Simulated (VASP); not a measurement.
# Ta3B2N (P4/mmm) in VASP: further runs, part 2 of 2

VASP 6.6.1. Earlier steps stand in the parts before.

### Step 3. Single point, PBE

This run uses another cell than the first one, of 13.25 Å³/atom, 0.993 times its volume.

INCAR

```
PREC = Accurate ; ENCUT = 520
EDIFF = 1E-7 ; ISMEAR = 0
SIGMA = 0.1 ; LREAL = False
LASPH = True ; NELM = 80
ALGO = Normal ; ISIF = 2
LWAVE = False ; LCHARG = True
GGA = PE ; LELF = True
LVHAR = True ; NBANDS = 31
```

KPOINTS

```
Automatic mesh
0
Gamma
  6 6 2
```

POSCAR

```
Ta3B2N
1.0
    3.0202969268      0.0000000000      0.0000000000
    0.0000000000      3.0202969268      0.0000000000
    0.0000000000      0.0000000000      8.7135184732
Ta B N
3 2 1
Direct
    0.0000000000      0.0000000000      0.2252878269
    0.0000000000      0.0000000000      0.7747121731
    0.5000000000      0.5000000000      0.5000000000
    0.0000000000      0.0000000000      0.5000000000
    0.5000000000      0.5000000000      0.0000000000
    0.0000000000      0.0000000000      0.0000000000
```

Potentials or basis: VASP PAW PBE potentials, release 64 (Ta_pv, B, N).

Started as:

```console
$ cat potpaw_PBE.64/Ta_pv/POTCAR potpaw_PBE.64/B/POTCAR potpaw_PBE.64/N/POTCAR > POTCAR
$ mpirun -np 1 vasp_std > vasp.out
```

OUTCAR:

```text
PREC = Accurate
   ENCUT = 520
   EDIFF = 1E-7
   ISMEAR = 0
   LREAL = False
   LASPH = True
   NELM = 80
   ISIF = 2
   GGA = PE

 ion  position               nearest neighbor table
   1  0.000  0.000  0.225-   6 1.96   4 2.39   3 3.21   3 3.21   3 3.21   3 3.21
   2  0.000  0.000  0.775-   6 1.96   4 2.39   3 3.21   3 3.21   3 3.21   3 3.21
   3  0.500  0.500  0.500-   4 2.14   4 2.14   4 2.14   4 2.14   2 3.21   2 3.21   1 3.21   2 3.21
                             1 3.21   1 3.21   2 3.21   1 3.21
   4  0.000  0.000  0.500-   3 2.14   3 2.14   3 2.14   3 2.14   1 2.39   2 2.39
   5  0.500  0.500  0.000-
   6  0.000  0.000  0.000-   1 1.96   2 1.96

  LATTYP: Found a simple tetragonal cell.
 ALAT       =     3.0202969268
 C/A-ratio  =     2.8849873653

  Lattice vectors:

 A1 = (   3.0202969268,   0.0000000000,   0.0000000000)
 A2 = (   0.0000000000,   3.0202969268,   0.0000000000)
 A3 = (   0.0000000000,   0.0000000000,   8.7135184732)

Analysis of symmetry for initial positions (statically):
=====================================================================
 Subroutine PRICEL returns:
 Original cell was already a primitive cell.

 Routine SETGRP: Setting up the symmetry group for a
 simple tetragonal supercell.

 Subroutine GETGRP returns: Found 16 space group operations
 (whereof 16 operations were pure point group operations)
 out of a pool of 16 trial point group operations.

The static configuration has the point symmetry D_4h.

Analysis of symmetry for dynamics (positions and initial velocities):
=====================================================================
 Subroutine PRICEL returns:
 Original cell was already a primitive cell.

 Routine SETGRP: Setting up the symmetry group for a
 simple tetragonal supercell.

 Subroutine GETGRP returns: Found 16 space group operations
 (whereof 16 operations were pure point group operations)
 out of a pool of 16 trial point group operations.

The dynamic configuration has the point symmetry D_4h.

 Subroutine INISYM returns: Found 16 space group operations
 (whereof 16 operations are pure point group operations),
 and found     1 'primitive' translations

----------------------------------------------------------------------------------------

                                     Primitive cell

  volume of cell :      79.4864

  direct lattice vectors                    reciprocal lattice vectors
     3.020296927  0.000000000  0.000000000     0.331093275  0.000000000  0.000000000
     0.000000000  3.020296927  0.000000000     0.000000000  0.331093275  0.000000000
     0.000000000  0.000000000  8.713518473     0.000000000  0.000000000  0.114764203

  length of vectors
     3.020296927  3.020296927  8.713518473     0.331093275  0.331093275  0.114764203

  position of ions in fractional coordinates (direct lattice)
     0.000000000  0.000000000  0.225287827
     0.000000000  0.000000000  0.774712173
     0.500000000  0.500000000  0.500000000
     0.000000000  0.000000000  0.500000000
     0.500000000  0.500000000  0.000000000
     0.000000000  0.000000000  0.000000000
[... 33 lines left out ...]

 Found     20 irreducible k-points:

 Following reciprocal coordinates:
            Coordinates               Weight
  0.000000  0.000000  0.000000      1.000000
  0.166667  0.000000  0.000000      4.000000
  0.333333  0.000000  0.000000      4.000000
  0.500000  0.000000  0.000000      2.000000
  0.166667  0.166667  0.000000      4.000000
  0.333333  0.166667  0.000000      8.000000
[... 12 lines left out ...]
  0.500000  0.333333  0.500000      4.000000
  0.500000  0.500000  0.500000      1.000000
   k-points           NKPTS =     20   k-points in BZ     NKDIM =     20   number of bands    NBANDS=     31
   number of dos      NEDOS =    301   number of ions     NIONS =      6
   total plane-waves  NPLWV =  40320
   dimension x,y,z NGX =    24 NGY =   24 NGZ =   70
   dimension x,y,z NGXF=    48 NGYF=   48 NGZF=  140
   ions per type =               3   2   1
   NGX,Y,Z   is equivalent  to a cutoff of  13.21, 13.21, 13.36 a.u.
   NGXF,Y,Z  is equivalent  to a cutoff of  26.42, 26.42, 26.71 a.u.
 SYSTEM =  unknown system
   PREC   = accura    normal or accurate (medium, high low for compatibility)
   ISTART =      0    job   : 0-new  1-cont  2-samecut
   ICHARG =      2    charge: 1-file 2-atom 10-const
   ISPIN  =      1    spin polarized calculation?
   LNONCOLLINEAR =      F non collinear calculations
   LSORBIT =      F    spin-orbit coupling
   LASPH  =      T    aspherical Exc in radial PAW
   ENCUT  =  520.0 eV  38.22 Ry    6.18 a.u.   5.62  5.62 16.20*2*pi/ulx,y,z
   NELM   =     80;   NELMIN=  2; NELMDL= -5     # of ELM steps
   EDIFF  = 0.1E-06   stopping-criterion for ELM
   LREAL  =      F    real-space projection
   EDIFFG = 0.1E-05   stopping-criterion for IOM
   NSW    =      0    number of steps for IOM
   IBRION =     -1    ionic relax: 0-MD 1-quasi-New 2-CG
   NFREE  =      0    steps in history (QN), initial steepest desc. (CG)
   ISIF   =      2    stress and relaxation
   ISYM   =      2    0-nonsym 1-usesym 2-fastsym
   POTIM  = 0.5000    time-step for ionic-motion
   TEBEG  =    0.0;   TEEND  =   0.0 temperature during run
   PSTRESS=    0.0 pullay stress
   NELECT =      44.0000    total number of electrons
   NUPDOWN=      -1.0000    fix difference up-down
   EMIN   =  10.00;   EMAX   =-10.00  energy-range for DOS
   EFERMI =   0.00;   METHOD = LEGACY
   ISMEAR =     0;   SIGMA  =   0.10  broadening in eV -4-tet -1-fermi 0-gaus
   EFERMI_NEDOS =   21; number of points for ismear=-14 and -15
   IALGO  =     38    algorithm
   IMIX   =      4    mixing-type and parameters
     AMIX     =   0.40;   BMIX     =  1.00
     AMIX_MAG =   1.60;   BMIX_MAG =  1.00
  volume/ion in A,a.u.               =      13.25        89.40
  Fermi-wavevector in a.u.,A,eV,Ry     =   1.344192  2.540155 24.583731  1.806853
  Thomas-Fermi vector in A             =   2.472206
   LORBIT       =      0    0 simple, 1 ext, 2 COOP (PROOUT), +10 PAW based schemes
   GGA     = PE    functional components
   LHFCALC =     F    Hartree Fock is set to
   AEXX    =    0.0000 exact exchange contribution
   IVDW    =     0    specifies the selected vdW correction
   LEPSILON=     F    determine dielectric tensor
   LRPA    =     F    only Hartree local field effects (RPA)
 non-spin polarized calculation
 Gauss-broadening in eV      SIGMA  =   0.10
  energy-cutoff  :      520.00
  volume of cell :       79.49
 maximum number of plane-waves:      2164
 NGX is ok and might be reduce to    24
   NGX = 11   NGY = 11   NGZ = 33

 number of electron      43.9999996 magnetization

 Free energy of the ion-electron system (eV)
  ---------------------------------------------------
  ext. energy  EPLUGINS =         0.00000000
  ---------------------------------------------------
  free energy    TOTEN  =       -55.11477914 eV

  energy without entropy =      -55.10160056  energy(sigma->0) =      -55.10818985

 E-fermi :   5.6578     XC(G=0): -12.1749

 val. band max:        5.6253284272   @ k =   0.5000   0.3333   0.5000
 cond. band min:       5.7061688146   @ k =   0.3333   0.3333   0.0000
 fundamental gap:      0.0808403874
 Fermi energy:         5.6577667696

 k-point     1 :       0.0000    0.0000    0.0000
  band No.  band energies     occupation
      1     -29.1490      2.00000
      2     -29.1258      2.00000
      3     -28.6256      2.00000
      4     -28.6256      2.00000
      5     -28.6201      2.00000
      6     -28.6201      2.00000
[... 669 lines left out ...]
     30      11.4549      0.00000
     31      11.5153      0.00000

------------------------ aborting loop because EDIFF is reached ----------------------------------------

  FORCE on cell =-STRESS in cart. coord.  units (eV):
  Direction    XX          YY          ZZ          XY          YZ          ZX
  --------------------------------------------------------------------------------------
  -------------------------------------------------------------------------------------
  Total        0.1133682      0.1133682      0.4459040      0.0000000      0.0000000      0.0000000
  in kB        2.2851190      2.2851190      8.9879178      0.0000000      0.0000000      0.0000000
  external PRESSURE =       4.5193853 kB  Pullay stress =       0.0000000 kB

 VOLUME and BASIS-vectors are now :
 -----------------------------------------------------------------------------
  energy-cutoff  :      520.00
  volume of cell :       79.49
      direct lattice vectors                 reciprocal lattice vectors
     3.020296927  0.000000000  0.000000000     0.331093275  0.000000000  0.000000000
     0.000000000  3.020296927  0.000000000     0.000000000  0.331093275  0.000000000
     0.000000000  0.000000000  8.713518473     0.000000000  0.000000000  0.114764203

 POSITION                                       TOTAL-FORCE (eV/Angst)
 -----------------------------------------------------------------------------------
      0.00000      0.00000      1.96305         0.000000      0.000000      0.073588
      0.00000      0.00000      6.75047        -0.000000      0.000000     -0.073588
      1.51015      1.51015      4.35676         0.000000      0.000000      0.000000
      0.00000      0.00000      4.35676         0.000000      0.000000      0.000000
      1.51015      1.51015      0.00000         0.000000      0.000000      0.000000
      0.00000      0.00000      0.00000         0.000000      0.000000      0.000000
 -----------------------------------------------------------------------------------
    total drift:                                0.000000      0.000000     -0.000000

  FREE ENERGIE OF THE ION-ELECTRON SYSTEM (eV)
  ---------------------------------------------------
  free  energy   TOTEN  =       -55.1147791389 eV

  energy  without entropy=      -55.1016005564  energy(sigma->0) =      -55.10818985
```

OSZICAR:

```text
N       E                     dE             d eps       ncg     rms          rms(c)
DAV:   1     0.364093727368E+03    0.36409E+03   -0.23914E+04  1240   0.144E+03
DAV:   2    -0.434853915851E+02   -0.40758E+03   -0.39295E+03  1404   0.408E+02
DAV:   3    -0.625293716410E+02   -0.19044E+02   -0.18600E+02  1620   0.801E+01
DAV:   4    -0.628602719936E+02   -0.33090E+00   -0.32936E+00  1554   0.990E+00
DAV:   5    -0.628663896000E+02   -0.61176E-02   -0.61160E-02  1569   0.121E+00    0.343E+01
DAV:   6    -0.559178478101E+02    0.69485E+01   -0.59128E+01  1651   0.320E+01    0.139E+01
DAV:   7    -0.553569482881E+02    0.56090E+00   -0.99996E+00  1571   0.137E+01    0.837E+00
DAV:   8    -0.551320656385E+02    0.22488E+00   -0.11155E+00  1602   0.856E+00    0.264E+00
DAV:   9    -0.551184977699E+02    0.13568E-01   -0.19033E-01  1616   0.229E+00    0.543E-01
DAV:  10    -0.551147372003E+02    0.37606E-02   -0.27372E-02  1690   0.816E-01    0.315E-01
DAV:  11    -0.551147403692E+02   -0.31689E-05   -0.27999E-03  1485   0.294E-01    0.157E-01
DAV:  12    -0.551147988975E+02   -0.58528E-04   -0.42415E-04  1582   0.124E-01    0.412E-02
DAV:  13    -0.551147815186E+02    0.17379E-04   -0.11758E-04  1648   0.630E-02    0.186E-02
DAV:  14    -0.551147805768E+02    0.94178E-06   -0.12515E-05  1573   0.215E-02    0.722E-03
DAV:  15    -0.551147793517E+02    0.12251E-05   -0.38107E-06  1598   0.958E-03    0.180E-03
DAV:  16    -0.551147791485E+02    0.20316E-06   -0.26787E-07  1286   0.300E-03    0.641E-04
DAV:  17    -0.551147791389E+02    0.95993E-08   -0.23546E-08   949   0.104E-03
   1 F= -.55114779E+02 E0= -.55108190E+02  d E =-.131786E-01
```

Run time: 29 s. Hardware: 1 thread of Intel Xeon 6975P-C (Granite Rapids), shared host; peak memory 0.21 GiB.

Results:

```yaml
Free_energy: -55.1148 eV
Pressure: 0.5 GPa
Largest_force: 0.074 eV/Å
Band_gap_on_the_k_mesh: zero (band 22 reaches 6.84 eV, above the bottom of band 23 at 5.04 eV)
```

Forces on the atoms (eV/Å):
```
Ta   0.000  0.000  0.074
Ta   0.000  0.000 -0.074
Ta   0.000  0.000  0.000
B    0.000  0.000  0.000
B    0.000  0.000  0.000
N    0.000  0.000  0.000
```

Stress tensor (GPa, compression positive):
```
0.23 0.00 0.00
0.00 0.23 0.00
0.00 0.00 0.90
```

Caveat: the k points lie up to 0.36 Å⁻¹ apart; spin-orbit coupling is left out, which moves the levels of the heavy elements.

### Step 4. Single point, PBE

This run uses another cell than the first one, of 15.43 Å³/atom, 1.156 times its volume.

INCAR

```
PREC = Accurate
ENCUT = 520
EDIFF = 1E-7
ISMEAR = 0
SIGMA = 0.1
LREAL = F
LASPH = T
NELM = 100
ALGO = Normal
ISIF = 2
LWAVE = F
LCHARG = F
GGA = PE
NBANDS = 31
```

KPOINTS

```
Automatic mesh
0
Gamma
  4 4 4
```

POSCAR

```
Ta3B2N
1.0
    3.7995980100      0.0000000000      0.0000000000
    0.0000000000      3.7995980100      0.0000000000
    0.0000000000      0.0000000000      6.4126786900
Ta B N
3 2 1
Direct
    0.0000000000      0.0000000000      0.2270120100
    0.0000000000      0.0000000000      0.7729879900
    0.5000000000      0.5000000000      0.5000000000
    0.0000000000      0.0000000000      0.5000000000
    0.5000000000      0.5000000000      0.0000000000
    0.0000000000      0.0000000000      0.0000000000
```

Started as:

```console
$ cat potpaw_PBE.64/Ta_pv/POTCAR potpaw_PBE.64/B/POTCAR potpaw_PBE.64/N/POTCAR > POTCAR
$ mpirun -np 1 vasp_std > vasp.out
```

It took 28 s on 1 thread of Intel Xeon 6975P-C (Granite Rapids), shared host; peak memory 0.21 GiB.

The run converged. Its results:

```yaml
Free_energy: -34.2431 eV
Pressure: 61.1 GPa
Largest_force: 25.881 eV/Å
Band_gap_on_the_k_mesh: zero (band 22 reaches 6.08 eV, above the bottom of band 23 at 4.30 eV)
```

Forces in eV/Å, atoms in the order of the input:
```
Ta    0.000   0.000  25.881
Ta    0.000   0.000 -25.881
Ta    0.000   0.000   0.000
B     0.000   0.000   0.000
B     0.000   0.000   0.000
N     0.000   0.000   0.000
```

Stress tensor (GPa, compression positive):
```
-24.30   0.00   0.00
  0.00 -24.30   0.00
  0.00   0.00 231.95
```

Levels at points of the mesh, in eV from the Fermi level:
| k point | band 19 | band 20 | band 21 | band 22 | band 23 | band 24 | band 25 | band 26 |
| --- | --- | --- | --- | --- | --- | --- | --- | --- |
| (0.00, 0.00, 0.00) | -1.58 | -0.55 | -0.55 | -0.52 | -0.51 | -0.13 | 0.65 | 1.61 |
| (0.50, 0.00, 0.00) | -3.08 | -1.37 | -1.32 | -1.00 | -0.26 | 0.61 | 0.97 | 1.37 |
| (0.50, 0.50, 0.00) | -1.93 | -1.93 | -0.40 | 0.57 | 0.83 | 0.83 | 1.41 | 1.41 |
| (0.00, 0.00, 0.50) | -2.27 | -1.38 | -0.46 | -0.39 | -0.13 | -0.13 | 1.09 | 1.13 |
| (0.50, 0.00, 0.50) | -2.34 | -1.91 | -1.04 | 0.29 | 0.38 | 1.07 | 1.56 | 1.57 |
| (0.50, 0.50, 0.50) | -2.01 | -2.01 | 0.21 | 1.27 | 1.38 | 1.56 | 1.56 | 2.12 |

Caveat: the k points lie up to 0.41 Å⁻¹ apart; spin-orbit coupling is left out, which moves the levels of the heavy elements; forces of over 1 eV/Å act on the atoms, so gaps and moduli don't describe the material at rest.

### Step 5. Overview

```tsv
cell	k mesh	gap on the mesh (eV)	pressure (GPa)	largest force (eV/Å)
a = 3.043, b = 3.043, c = 8.651 Å, 6 atoms	4 × 4 × 4	none	0.3	0.05
a = 3.020, b = 3.020, c = 8.714 Å, 6 atoms	6 × 6 × 2	none	0.5	0.07
a = 3.800, b = 3.800, c = 6.413 Å, 6 atoms	4 × 4 × 4	none	61.1	25.88
```

Alike in all rows: task single point; level PBE; potentials or basis VASP PAW PBE potentials, release 64 (Ta_pv, B, N); no spin polarisation; cutoff (eV) 520; smearing gaussian 0.1 eV.

Caveats: all runs use coarse meshes; spin-orbit coupling is left out, which moves the levels of the heavy elements; forces of over 1 eV/Å act on the atoms, so gaps and moduli don't describe the material at rest (some runs).

Absolute energies hang on the potentials; compare differences alone.
